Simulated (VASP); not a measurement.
# AlGaAs2 in VASP: single point with PBEsol

Aim: the single point of AlGaAs2 with PBEsol.

Program: VASP 6.6.1. These are calculated values, not measurements. Logs are shortened: lines on timing, memory, paths and dates and some standing lists are left out, and cuts for length are marked.

### Step 1. The cell of the first run

The cell holds a disordered packing, 8 atoms: a = 5.187 Å, b = 5.744 Å, c = 4.956 Å, α = 90.03°, β = 90.00°, γ = 90.07°.

### Step 2. Single point, PBEsol

The input, INCAR:

```
ALGO = Normal
EDIFF = 1E-6
ENCUT = 400
GGA = PS
GGA_COMPAT = F
ISIF = 2
ISMEAR = 0
ISYM = 0
LASPH = T
LCHARG = F
LREAL = F
LWAVE = F
NBANDS = 36
NELM = 120
PREC = Accurate
SIGMA = 0.1
```

The input, KPOINTS:

```
k-points
0
Gamma
  4 4 4
```

The input, POSCAR:

```
AlGaAs2
1.0
    5.1873735349      0.0006076055     -0.0011462985
   -0.0075374844      5.7435962350     -0.0014149371
    0.0010881559     -0.0010466987      4.9557497057
Al Ga As
2 2 4
Direct
    1.0041407190      0.2799938409      0.2037410646
    0.5041318174      0.7788415282      0.2038947692
    0.0039760726      0.5833903491      0.7036729911
    0.5039205751      1.0821715280      0.7038987343
    0.0040578572      0.1393121019      0.7036924824
    1.0040858867      0.7377509525      0.2035210797
    0.5040819729      0.2368619824      0.2040468781
    0.5039744318      0.6383689987      0.7038765225
```

Potentials or basis: VASP PAW PBE potentials, release 64 (Al, Ga_d, As).

Run with:

```console
$ cat potpaw_PBE.64/Al/POTCAR potpaw_PBE.64/Ga_d/POTCAR potpaw_PBE.64/As/POTCAR > POTCAR
$ mpirun -np 1 vasp_std > vasp.out
```

OUTCAR:

```text
EDIFF = 1E-6
   ENCUT = 400
   GGA = PS
   ISIF = 2
   ISMEAR = 0
   ISYM = 0
   LASPH = T
   LREAL = F
   NELM = 120
   PREC = Accurate

 ion  position               nearest neighbor table
   1  0.004  0.280  0.204-   7 2.61   7 2.61   5 2.61   5 2.61   6 2.63   3 3.03   3 3.03   6 3.11

   2  0.504  0.779  0.204-   6 2.60   6 2.60   8 2.61   8 2.61   7 2.63   4 3.03   4 3.03   7 3.11

   3  0.004  0.583  0.704-   5 2.55   8 2.61   8 2.61   6 2.63   6 2.63   1 3.03   1 3.03
   4  0.504  0.082  0.704-   8 2.55   5 2.61   5 2.61   7 2.63   7 2.63   2 3.03   2 3.03
   5  0.004  0.139  0.704-   3 2.55   1 2.61   1 2.61   4 2.61   4 2.61
   6  0.004  0.738  0.204-   2 2.60   2 2.60   1 2.63   3 2.63   3 2.63   1 3.11
   7  0.504  0.237  0.204-   1 2.61   1 2.61   2 2.63   4 2.63   4 2.63   2 3.11
   8  0.504  0.638  0.704-   4 2.55   2 2.61   2 2.61   3 2.61   3 2.61

IMPORTANT INFORMATION: All symmetrisations will be switched off!
NOSYMM: (Re-)initialisation of all symmetry stuff for point group C_1.

----------------------------------------------------------------------------------------

                                     Primitive cell

  volume of cell :     147.6525

  direct lattice vectors                    reciprocal lattice vectors
     5.187373535  0.000607605 -0.001146298     0.192775745  0.000252975 -0.000042275
    -0.007537484  5.743596235 -0.001414937    -0.000020385  0.174106928  0.000036777
     0.001088156 -0.001046699  4.955749706     0.000044585  0.000049769  0.201785817

  length of vectors
     5.187373697  5.743601355  4.955749936     0.192775916  0.174106933  0.201785828

  position of ions in fractional coordinates (direct lattice)
     0.004140719  0.279993841  0.203741065
     0.504131817  0.778841528  0.203894769
     0.003976073  0.583390349  0.703672991
     0.503920575  0.082171528  0.703898734
     0.004057857  0.139312102  0.703692482
     0.004085887  0.737750953  0.203521080
     0.504081973  0.236861982  0.204046878
     0.503974432  0.638368999  0.703876523

  ion indices of the primitive-cell ions
   primitive index   ion index
                 1           1
                 2           2
                 3           3
                 4           4
                 5           5
                 6           6
                 7           7
                 8           8

----------------------------------------------------------------------------------------

 KPOINTS: k-points

Automatic generation of k-mesh.
 Grid dimensions read from file:
 generate k-points for:    4    4    4

 Generating k-lattice:

  Cartesian coordinates                     Fractional coordinates (reciprocal lattice)
     0.048193936  0.000063244 -0.000010569     0.250000000  0.000000000  0.000000000
    -0.000005096  0.043526732  0.000009194     0.000000000  0.250000000 -0.000000000
     0.000011146  0.000012442  0.050446454     0.000000000  0.000000000  0.250000000

  Length of vectors
     0.048193979  0.043526733  0.050446457

  Shift w.r.t. Gamma in fractional coordinates (k-lattice)
     0.000000000  0.000000000  0.000000000

 Subroutine IBZKPT returns following result:
 ===========================================

 Found     36 irreducible k-points:

 Following reciprocal coordinates:
            Coordinates               Weight
  0.000000  0.000000  0.000000      1.000000
  0.250000  0.000000  0.000000      2.000000
  0.500000  0.000000  0.000000      1.000000
  0.000000  0.250000 -0.000000      2.000000
  0.250000  0.250000  0.000000      2.000000
  0.500000  0.250000  0.000000      2.000000
[... 16 lines left out ...]
  0.000000 -0.250000  0.250000      2.000000
  0.250000 -0.250000  0.250000      2.000000
 [... further k-points ...]
   k-points           NKPTS =     36   k-points in BZ     NKDIM =     36   number of bands    NBANDS=     36
   number of dos      NEDOS =    301   number of ions     NIONS =      8
   total plane-waves  NPLWV =  46080
   dimension x,y,z NGX =    36 NGY =   40 NGZ =   32
   dimension x,y,z NGXF=    72 NGYF=   80 NGZF=   64
   ions per type =               2   2   4
   NGX,Y,Z   is equivalent  to a cutoff of  11.54, 11.58, 10.73 a.u.
   NGXF,Y,Z  is equivalent  to a cutoff of  23.07, 23.16, 21.47 a.u.
 SYSTEM =  unknown system
   PREC   = accura    normal or accurate (medium, high low for compatibility)
   ISTART =      0    job   : 0-new  1-cont  2-samecut
   ICHARG =      2    charge: 1-file 2-atom 10-const
   ISPIN  =      1    spin polarized calculation?
   LNONCOLLINEAR =      F non collinear calculations
   LSORBIT =      F    spin-orbit coupling
   LASPH  =      T    aspherical Exc in radial PAW
   ENCUT  =  400.0 eV  29.40 Ry    5.42 a.u.   8.46  9.37  8.08*2*pi/ulx,y,z
   NELM   =    120;   NELMIN=  2; NELMDL= -5     # of ELM steps
   EDIFF  = 0.1E-05   stopping-criterion for ELM
   LREAL  =      F    real-space projection
   EDIFFG = 0.1E-04   stopping-criterion for IOM
   NSW    =      0    number of steps for IOM
   IBRION =     -1    ionic relax: 0-MD 1-quasi-New 2-CG
   NFREE  =      0    steps in history (QN), initial steepest desc. (CG)
   ISIF   =      2    stress and relaxation
   ISYM   =      0    0-nonsym 1-usesym 2-fastsym
   POTIM  = 0.5000    time-step for ionic-motion
   TEBEG  =    0.0;   TEEND  =   0.0 temperature during run
   PSTRESS=    0.0 pullay stress
   NELECT =      52.0000    total number of electrons
   NUPDOWN=      -1.0000    fix difference up-down
   EMIN   =  10.00;   EMAX   =-10.00  energy-range for DOS
   EFERMI =   0.00;   METHOD = LEGACY
   ISMEAR =     0;   SIGMA  =   0.10  broadening in eV -4-tet -1-fermi 0-gaus
   EFERMI_NEDOS =   21; number of points for ismear=-14 and -15
   IALGO  =     38    algorithm
   IMIX   =      4    mixing-type and parameters
     AMIX     =   0.40;   BMIX     =  1.00
     AMIX_MAG =   1.60;   BMIX_MAG =  1.00
  volume/ion in A,a.u.               =      18.46       124.55
  Fermi-wavevector in a.u.,A,eV,Ry     =   1.156101  2.184714 18.185123  1.336569
  Thomas-Fermi vector in A             =   2.292724
   LORBIT       =      0    0 simple, 1 ext, 2 COOP (PROOUT), +10 PAW based schemes
   GGA     = PS    functional components
   LHFCALC =     F    Hartree Fock is set to
   AEXX    =    0.0000 exact exchange contribution
   IVDW    =     0    specifies the selected vdW correction
   LEPSILON=     F    determine dielectric tensor
   LRPA    =     F    only Hartree local field effects (RPA)
 non-spin polarized calculation
 Gauss-broadening in eV      SIGMA  =   0.10
  energy-cutoff  :      400.00
  volume of cell :      147.65
 maximum number of plane-waves:      2706
 NGX is ok and might be reduce to    36
   NGX = 17   NGY = 19   NGZ = 17

 number of electron      52.0000023 magnetization

 Free energy of the ion-electron system (eV)
  ---------------------------------------------------
  ext. energy  EPLUGINS =         0.00000000
  ---------------------------------------------------
  free energy    TOTEN  =       -36.39355149 eV

  energy without entropy =      -36.38130641  energy(sigma->0) =      -36.38742895

 E-fermi :   6.1282     XC(G=0): -10.6581

 val. band max:        6.1270236461   @ k =   0.2500   0.2500   0.2500
 cond. band min:       6.1298860523   @ k =  -0.2500   0.2500   0.2500
 fundamental gap:      0.0028624061
 Fermi energy:         6.1281994602

 k-point     1 :       0.0000    0.0000    0.0000
  band No.  band energies     occupation
      1      -8.9541      2.00000
      2      -8.9070      2.00000
      3      -8.8565      2.00000
      4      -8.8219      2.00000
      5      -8.8212      2.00000
      6      -8.8150      2.00000
[... 28 lines left out ...]
     35      11.5672      0.00000
     36      12.4625      0.00000

 k-point     2 :       0.2500    0.0000    0.0000
  band No.  band energies     occupation
      1      -8.9254      2.00000
      2      -8.8960      2.00000
      3      -8.8616      2.00000
      4      -8.8323      2.00000
      5      -8.8190      2.00000
      6      -8.8082      2.00000
[... 28 lines left out ...]
     35      11.6845      0.00000
     36      12.1780      0.00000

 k-point     3 :       0.5000    0.0000    0.0000
  band No.  band energies     occupation
      1      -8.8766      2.00000
      2      -8.8763      2.00000
      3      -8.8691      2.00000
      4      -8.8685      2.00000
      5      -8.8135      2.00000
      6      -8.8135      2.00000
[... 28 lines left out ...]
     35      11.6448      0.00000
     36      11.6469      0.00000

 k-point     4 :       0.0000    0.2500   -0.0000
  band No.  band energies     occupation
      1      -8.9361      2.00000
      2      -8.9025      2.00000
      3      -8.8597      2.00000
      4      -8.8352      2.00000
      5      -8.8194      2.00000
      6      -8.8088      2.00000
[... 28 lines left out ...]
     35      11.5002      0.00000
     36      11.8955      0.00000

 k-point     5 :       0.2500    0.2500    0.0000
  band No.  band energies     occupation
      1      -8.9107      2.00000
      2      -8.8927      2.00000
      3      -8.8637      2.00000
      4      -8.8393      2.00000
      5      -8.8183      2.00000
      6      -8.8109      2.00000
[... 655 lines left out ...]
 k-point    22 :      -0.2500    0.5000    0.2500
  band No.  band energies     occupation
      1      -8.8825      2.00000
      2      -8.8814      2.00000
      3      -8.8511      2.00000
      4      -8.8509      2.00000
      5      -8.8204      2.00000
      6      -8.8203      2.00000
[... 28 lines left out ...]
     35      11.9338      0.00000
     36      11.9418      0.00000

 k-point    23 :       0.0000   -0.2500    0.2500
  band No.  band energies     occupation
      1      -8.9340      2.00000
      2      -8.8905      2.00000
      3      -8.8453      2.00000
      4      -8.8330      2.00000
      5      -8.8230      2.00000
      6      -8.8126      2.00000
[... 28 lines left out ...]
     35      11.1433      0.00000
     36      11.8167      0.00000

 k-point    24 :       0.2500   -0.2500    0.2500
  band No.  band energies     occupation
      1      -8.9086      2.00000
      2      -8.8787      2.00000
      3      -8.8489      2.00000
      4      -8.8382      2.00000
      5      -8.8224      2.00000
      6      -8.8151      2.00000
[... 28 lines left out ...]
     35      11.2557      0.00000
     36      12.0842      0.00000

 [... further k-points ...]

------------------------ aborting loop because EDIFF is reached ----------------------------------------

  FORCE on cell =-STRESS in cart. coord.  units (eV):
  Direction    XX          YY          ZZ          XY          YZ          ZX
  --------------------------------------------------------------------------------------
  -------------------------------------------------------------------------------------
  Total        0.0342813      0.3028612      0.0581483      0.0526348      0.0101246      0.0000673
  in kB        0.3719859      3.2863466      0.6309672      0.5711406      0.1098619      0.0007301
  external PRESSURE =       1.4297666 kB  Pullay stress =       0.0000000 kB

 VOLUME and BASIS-vectors are now :
 -----------------------------------------------------------------------------
  energy-cutoff  :      400.00
  volume of cell :      147.65
      direct lattice vectors                 reciprocal lattice vectors
     5.187373535  0.000607605 -0.001146298     0.192775745  0.000252975 -0.000042275
    -0.007537484  5.743596235 -0.001414937    -0.000020385  0.174106928  0.000036777
     0.001088156 -0.001046699  4.955749706     0.000044585  0.000049769  0.201785817

 POSITION                                       TOTAL-FORCE (eV/Angst)
 -----------------------------------------------------------------------------------
      0.01959      1.60796      1.00929        -0.001744      0.005512     -0.000066
      2.60947      4.47344      1.00877        -0.001073      0.006641      0.000135
      0.01699      3.35002      3.48640        -0.000304      0.016251     -0.001480
      2.61417      0.47153      3.48765         0.002951      0.018789      0.001020
      0.02077      0.79942      3.48712        -0.004301     -0.019318     -0.000409
      0.01586      4.23713      1.00755         0.001560     -0.004358      0.002609
      2.61330      1.36053      1.01029         0.002811     -0.004297     -0.001009
      2.61026      3.66610      3.48675         0.000100     -0.019220     -0.000800
 -----------------------------------------------------------------------------------
    total drift:                               -0.001984      0.000671     -0.000687

  FREE ENERGIE OF THE ION-ELECTRON SYSTEM (eV)
  ---------------------------------------------------
  free  energy   TOTEN  =       -36.3935514933 eV

  energy  without entropy=      -36.3813064121  energy(sigma->0) =      -36.38742895
```

Run time: 68 s. Hardware: 1 thread of AMD EPYC 9R45 (Zen 5), shared host; peak memory 0.24 GiB.

Results:

- Free energy: -36.3936 eV
- Pressure: 0.1 GPa
- Largest force: 0.020 eV/Å
- Band gap on the k mesh: zero (bands 26 and 27 overlap by 1.33 eV)

Forces on the atoms (eV/Å):
```
Al  -0.002  0.006  0.000
Al  -0.001  0.007  0.000
Ga   0.000  0.016 -0.001
Ga   0.003  0.019  0.001
As  -0.004 -0.019  0.000
As   0.002 -0.004  0.003
As   0.003 -0.004 -0.001
As   0.000 -0.019 -0.001
```

Levels at points of the mesh, in eV from the Fermi level:
| k point | band 22 | band 23 | band 24 | band 25 | band 26 | band 27 | band 28 | band 29 | band 30 | band 31 |
| --- | --- | --- | --- | --- | --- | --- | --- | --- | --- | --- |
| (0.00, 0.00, 0.00) | -2.70 | -2.36 | -2.25 | -2.05 | -1.32 | -0.90 | 0.13 | 0.52 | 1.19 | 1.24 |
| (0.50, 0.00, 0.00) | -3.12 | -1.75 | -1.74 | -1.30 | -1.30 | 0.98 | 0.98 | 2.50 | 2.50 | 2.95 |
| (0.00, 0.50, 0.00) | -3.20 | -1.41 | -1.41 | -1.34 | -1.33 | -0.02 | -0.01 | 1.49 | 1.50 | 3.64 |
| (0.50, 0.50, 0.00) | -3.38 | -1.52 | -1.51 | -0.94 | -0.93 | 1.34 | 1.36 | 1.44 | 1.45 | 4.25 |
| (0.00, 0.00, 0.50) | -3.68 | -2.20 | -2.15 | -1.85 | -1.67 | 1.42 | 1.93 | 3.06 | 3.46 | 3.50 |
| (0.50, 0.00, 0.50) | -3.90 | -0.17 | -0.17 | 0.36 | 0.37 | 2.84 | 2.85 | 3.20 | 3.20 | 4.47 |
| (0.00, 0.50, 0.50) | -3.59 | -1.24 | -1.22 | -1.21 | -1.20 | 2.04 | 2.05 | 2.06 | 2.07 | 3.87 |
| (0.50, 0.50, 0.50) | -1.03 | -0.21 | -0.19 | 0.29 | 0.30 | 1.74 | 1.76 | 1.85 | 1.86 | 3.37 |

Caveat: the PAW data sets were made with another functional, which shifts forces and pressure a little.
